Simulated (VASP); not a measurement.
# Al2O3 (Cmcm) in VASP: relaxation of the atoms with LDA

Aim: the relaxation of the atoms of Al2O3 with LDA.

Program: VASP 6.6.1. These are calculated values, not measurements. Logs are shortened: lines on timing, memory, paths and dates and some standing lists are left out, and cuts for length are marked.

## (1) The cell of the first run

It takes space group Cmcm (No. 63, orthorhombic). The conventional cell has a = 2.674 Å, b = 8.954 Å, c = 7.045 Å, α = 90.00°, β = 90.00°, γ = 90.00°. Al (site symmetry 2/m) has 6 O at 1.88 to 2.01 Å within 2.5 Å. Al (site symmetry m2m) has 6 O at 1.87 to 2.06 Å within 2.5 Å. O (site symmetry m) has 4 Al at 1.88 to 2.06 Å and 1 O at 2.39 Å within 2.5 Å. O (site symmetry m2m) has 4 Al at 1.87 to 2.01 Å within 2.5 Å.

## (2) Relaxation of the atoms, LDA

Contents of INCAR:

```
PREC = Accurate
ENCUT = 520
EDIFF = 1E-7
ISMEAR = 0
SIGMA = 0.01
LREAL = False
LASPH = True
NELM = 100
ALGO = Normal
ISIF = 2
LWAVE = False
LCHARG = False
GGA = CA
IBRION = 2
NSW = 60
EDIFFG = -0.01
```

Contents of KPOINTS:

```
regular mesh
0
Gamma
  7 7 3
```

Contents of POSCAR:

```
Al2O3
1.0
    1.3369600000     -4.4770600000      0.0000000000
    1.3369600000      4.4770600000      0.0000000000
    0.0000000000      0.0000000000      7.0450300000
Al O
4 6
Direct
    0.0000000000      0.0000000000      0.5000000000
    0.2460200000      0.7539800000      0.7500000000
    0.7539800000      0.2460200000      0.2500000000
    0.0000000000      0.0000000000      0.0000000000
    0.6332000000      0.3668000000      0.9199400000
    0.8926600000      0.1073400000      0.7500000000
    0.3668000000      0.6332000000      0.0800600000
    0.3668000000      0.6332000000      0.4199400000
    0.1073400000      0.8926600000      0.2500000000
    0.6332000000      0.3668000000      0.5800600000
```

Potentials or basis: VASP PAW LDA potentials, release 64 (Al, O).

Run with:

```console
$ cat potpaw_LDA.64/Al/POTCAR potpaw_LDA.64/O/POTCAR > POTCAR
$ mpirun -np 1 vasp_std > vasp.out
```

OUTCAR:

```text
PREC = Accurate
   ENCUT = 520
   EDIFF = 1E-7
   ISMEAR = 0
   LREAL = False
   LASPH = True
   NELM = 100
   ISIF = 2
   GGA = CA
   IBRION = 2
   NSW = 60
   EDIFFG = -0.01

 ion  position               nearest neighbor table
   1  0.000  0.000  0.500-  10 1.88   8 1.88  10 1.88   8 1.88   6 2.01   9 2.01   2 2.82   3 2.82
                             3 3.17   2 3.17   2 3.17   3 3.17
   2  0.246  0.754  0.750-   6 1.87   6 1.87  10 2.06   5 2.06   5 2.06  10 2.06   8 2.56   7 2.56
                             4 2.82   1 2.82   4 3.17   4 3.17   1 3.17   1 3.17
   3  0.754  0.246  0.250-   9 1.87   9 1.87   7 2.06   7 2.06   8 2.06   8 2.06  10 2.56   5 2.56
                             4 2.82   1 2.82   1 3.17   1 3.17   4 3.17   4 3.17
   4  0.000  0.000  0.000-   5 1.88   7 1.88   5 1.88   7 1.88   6 2.01   9 2.01   2 2.82   3 2.82
                             3 3.17   2 3.17   2 3.17   3 3.17
   5  0.633  0.367  0.920-   4 1.88   4 1.88   2 2.06   2 2.06   3 2.56
   6  0.893  0.107  0.750-   2 1.87   2 1.87   4 2.01   1 2.01
   7  0.367  0.633  0.080-   4 1.88   4 1.88   3 2.06   3 2.06   2 2.56
   8  0.367  0.633  0.420-   1 1.88   1 1.88   3 2.06   3 2.06   2 2.56
   9  0.107  0.893  0.250-   3 1.87   3 1.87   4 2.01   1 2.01
  10  0.633  0.367  0.580-   1 1.88   1 1.88   2 2.06   2 2.06   3 2.56

  LATTYP: Found a base centered orthorhombic cell.
 ALAT       =     2.6739200000
 B/A-ratio  =     3.3486865725
 C/A-ratio  =     2.6347198121

  Lattice vectors:

 A1 = (   1.3369600000,  -4.4770600000,   0.0000000000)
 A2 = (   1.3369600000,   4.4770600000,   0.0000000000)
 A3 = (   0.0000000000,   0.0000000000,   7.0450300000)

Analysis of symmetry for initial positions (statically):
=====================================================================
 Subroutine PRICEL returns:
 Original cell was already a primitive cell.

 Routine SETGRP: Setting up the symmetry group for a
 base centered orthorhombic supercell.

 Subroutine GETGRP returns: Found  8 space group operations
 (whereof  4 operations were pure point group operations)
 out of a pool of  8 trial point group operations.

The static configuration has the point symmetry C_2h.
 The point group associated with its full space group is D_2h.

Analysis of symmetry for dynamics (positions and initial velocities):
=====================================================================
 Subroutine PRICEL returns:
 Original cell was already a primitive cell.

 Routine SETGRP: Setting up the symmetry group for a
 base centered orthorhombic supercell.

 Subroutine GETGRP returns: Found  8 space group operations
 (whereof  4 operations were pure point group operations)
[... 125 lines left out ...]
   ISIF   =      2    stress and relaxation
   ISYM   =      2    0-nonsym 1-usesym 2-fastsym
   POTIM  = 0.5000    time-step for ionic-motion
   TEBEG  =    0.0;   TEEND  =   0.0 temperature during run
   PSTRESS=    0.0 pullay stress
   NELECT =      48.0000    total number of electrons
   NUPDOWN=      -1.0000    fix difference up-down
   EMIN   =  10.00;   EMAX   =-10.00  energy-range for DOS
   EFERMI =   0.00;   METHOD = LEGACY
   ISMEAR =     0;   SIGMA  =   0.01  broadening in eV -4-tet -1-fermi 0-gaus
   EFERMI_NEDOS =   21; number of points for ismear=-14 and -15
   IALGO  =     38    algorithm
   IMIX   =      4    mixing-type and parameters
     AMIX     =   0.40;   BMIX     =  1.00
     AMIX_MAG =   1.60;   BMIX_MAG =  1.00
  volume/ion in A,a.u.               =       8.43        56.91
  Fermi-wavevector in a.u.,A,eV,Ry     =   1.356690  2.563772 25.042977  1.840607
  Thomas-Fermi vector in A             =   2.483672
   LORBIT       =      0    0 simple, 1 ext, 2 COOP (PROOUT), +10 PAW based schemes
   GGA     = CA    functional components
   LHFCALC =     F    Hartree Fock is set to
   AEXX    =    0.0000 exact exchange contribution
   IVDW    =     0    specifies the selected vdW correction
   LEPSILON=     F    determine dielectric tensor
   LRPA    =     F    only Hartree local field effects (RPA)
 conjugate gradient relaxation of ions
 non-spin polarized calculation
 Gauss-broadening in eV      SIGMA  =   0.01
  energy-cutoff  :      520.00
  volume of cell :       84.34
 maximum number of plane-waves:      2296
   NGX = 17   NGY = 17   NGZ = 27

--------------------------------------- Ionic step        1  -------------------------------------------

 number of electron      47.9999998 magnetization

 Free energy of the ion-electron system (eV)
  ---------------------------------------------------
  ext. energy  EPLUGINS =         0.00000000
  ---------------------------------------------------
  free energy    TOTEN  =       -80.25818616 eV

  energy without entropy =      -80.25818616  energy(sigma->0) =      -80.25818616

------------------------ aborting loop because EDIFF is reached ----------------------------------------

  FORCE on cell =-STRESS in cart. coord.  units (eV):
  Direction    XX          YY          ZZ          XY          YZ          ZX
  --------------------------------------------------------------------------------------
  -------------------------------------------------------------------------------------
  Total       -6.3109853     -6.4345639     -5.3240971      0.0000000      0.0000000      0.0000000
  in kB     -119.8901717   -122.2378015   -101.1421964      0.0000000      0.0000000      0.0000000
  external PRESSURE =    -114.4233899 kB  Pullay stress =       0.0000000 kB
[... 207 lines left out ...]
--------------------------------------- Ionic step        6  -------------------------------------------

 number of electron      47.9999996 magnetization

 Free energy of the ion-electron system (eV)
  ---------------------------------------------------
  ext. energy  EPLUGINS =         0.00000000
  ---------------------------------------------------
  free energy    TOTEN  =       -80.26738481 eV

  energy without entropy =      -80.26738481  energy(sigma->0) =      -80.26738481

 E-fermi :   7.1725     XC(G=0): -12.2927

 val. band max:        7.0843533660   @ k =   0.0000   0.0000   0.0000
 cond. band min:      11.3304363018   @ k =   0.0000   0.0000   0.0000
 fundamental gap:      4.2460829358
 Fermi energy:         7.1725273166

 k-point     1 :       0.0000    0.0000    0.0000
  band No.  band energies     occupation
      1     -12.8180      2.00000
      2     -11.3138      2.00000
      3     -11.2210      2.00000
      4     -10.5148      2.00000
      5      -9.8993      2.00000
      6      -9.8441      2.00000
[... 781 lines left out ...]
     29      16.6120      0.00000
     30      16.8751      0.00000

 [... further k-points ...]
[... 5 lines left out ...]
  --------------------------------------------------------------------------------------
  -------------------------------------------------------------------------------------
  Total       -6.1034239     -6.0666018     -5.5422466      0.0000000      0.0000000      0.0000000
  in kB     -115.9471153   -115.2476031   -105.2863947      0.0000000      0.0000000      0.0000000
  external PRESSURE =    -112.1603710 kB  Pullay stress =       0.0000000 kB
[... 25 lines left out ...]
  FREE ENERGIE OF THE ION-ELECTRON SYSTEM (eV)
  ---------------------------------------------------
  free  energy   TOTEN  =       -80.2673848073 eV

  energy  without entropy=      -80.2673848073  energy(sigma->0) =      -80.26738481

 reached required accuracy - stopping structural energy minimisation
```

OSZICAR:

```text
N       E                     dE             d eps       ncg     rms          rms(c)
DAV:   1     0.237317430916E+03    0.23732E+03   -0.25517E+04  1928   0.151E+03
DAV:   2    -0.752200835757E+02   -0.31254E+03   -0.30161E+03  2538   0.313E+02
[... 48 lines left out ...]
       N       E                     dE             d eps       ncg     rms          rms(c)
DAV:   1    -0.802673618553E+02   -0.66289E-06   -0.15320E-02  1938   0.840E-01    0.177E-02
DAV:   2    -0.802673883979E+02   -0.26543E-04   -0.31351E-04  2298   0.111E-01    0.104E-02
DAV:   3    -0.802673860264E+02    0.23715E-05   -0.32322E-06  2240   0.144E-02    0.642E-03
DAV:   4    -0.802673847307E+02    0.12957E-05   -0.38713E-06  2260   0.152E-02    0.123E-03
DAV:   5    -0.802673848073E+02   -0.76663E-07   -0.89613E-07  2172   0.613E-03
   6 F= -.80267385E+02 E0= -.80267385E+02  d E =-.236168E-04
```

It took 7.7 min on 1 thread of AMD EPYC 7R43 (Zen 3), shared host; peak memory 0.23 GiB.

What came out:

* Free energy: -80.2674 eV
* Energy gained by relaxing: 0.9 meV/atom
* Ionic steps: 6
* Pressure after relaxing: -11.2 GPa
* Largest force after relaxing: 0.005 eV/Å
* Band gap on the k mesh: 4.25 eV, direct

Forces in eV/Å, atoms in the order of the input:
```
Al   0.000  0.000  0.000
Al   0.000 -0.004  0.000
Al   0.000  0.004  0.000
Al   0.000  0.000  0.000
O    0.000  0.002 -0.001
O    0.000  0.005  0.000
O    0.000 -0.002  0.001
O    0.000 -0.002 -0.001
O    0.000 -0.005  0.000
O    0.000  0.002  0.001
```

Stress tensor (GPa, compression positive):
```
-11.59   0.00   0.00
  0.00 -11.52   0.00
  0.00   0.00 -10.53
```

Step by step:
| step | energy change (eV) | largest force (eV/Å) | pressure (GPa) |
| --- | --- | --- | --- |
| 1 | 0.0000 | 0.2525 | -11.44 |
| 2 | -0.0090 | 0.0300 | -11.26 |
| 3 | -0.0091 | 0.0245 | -11.25 |
| 4 | -0.0092 | 0.0114 | -11.25 |
| 5 | -0.0092 | 0.0134 | -11.25 |
| 6 | -0.0092 | 0.0050 | -11.22 |

Final structure:
```yaml
crystal:
  lattice:
    - [1.33696, -4.47706, 0.00000]
    - [1.33696, 4.47706, 0.00000]
    - [0.00000, 0.00000, 7.04503]
  atoms:
    - { symbol: Al, position: [0.00000, 0.00000, 0.50000] }
    - { symbol: Al, position: [0.24536, 0.75464, 0.75000] }
    - { symbol: Al, position: [0.75464, 0.24536, 0.25000] }
    - { symbol: Al, position: [0.00000, 0.00000, 0.00000] }
    - { symbol: O, position: [0.63343, 0.36657, 0.92167] }
    - { symbol: O, position: [0.89123, 0.10877, 0.75000] }
    - { symbol: O, position: [0.36657, 0.63343, 0.07833] }
    - { symbol: O, position: [0.36657, 0.63343, 0.42167] }
    - { symbol: O, position: [0.10877, 0.89123, 0.25000] }
    - { symbol: O, position: [0.63343, 0.36657, 0.57833] }
```
